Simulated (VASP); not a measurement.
MgS: single point with PBE

Crystal: MgS.

```
CELL_PARAMETERS angstrom
0.00000 2.61472 2.61472
2.61472 0.00000 2.61472
2.61472 2.61472 0.00000
ATOMIC_POSITIONS crystal
Mg 0.50000 0.50000 0.50000
S 0.00000 0.00000 0.00000
```

```
Program                : VASP 6.6.1
Task                   : single point
Functional             : PBE
Potentials or basis    : VASP PAW PBE potentials, release 64 (Mg, S)
Cutoff                 : 520 eV
k mesh                 : 8 × 8 × 8
Occupations            : gaussian, width 0.02 eV
Spin                   : no spin polarisation
Dipole correction      : no
Further INCAR settings : ALGO = Normal; EDIFF = 1e-06; NBANDS = 11
```

The pressure is -0.3 GPa and the band gap on the k mesh is 2.74 eV, indirect (least direct gap 3.59 eV).

Levels at points of the mesh, in eV from the valence-band top:
| k point | band 2 | band 3 | band 4 | band 5 | band 6 | band 7 |
| --- | --- | --- | --- | --- | --- | --- |
| (0.00, 0.00, 0.00) | 0.00 | 0.00 | 0.00 | 3.59 | 7.96 | 7.96 |
| (0.50, 0.00, 0.00) | -4.75 | -0.57 | -0.57 | 4.53 | 6.89 | 6.89 |
| (0.50, 0.50, 0.00) | -4.11 | -1.65 | -1.65 | 2.74 | 4.44 | 11.86 |

Wall time 5.1 s on 1 thread of Intel(R) Xeon(R) 6975P-C (Granite Rapids), with other jobs on the host, peak memory 0.15 GiB.

A k mesh can miss the band edges. As with any semilocal functional, this PBE gap is likely too small.
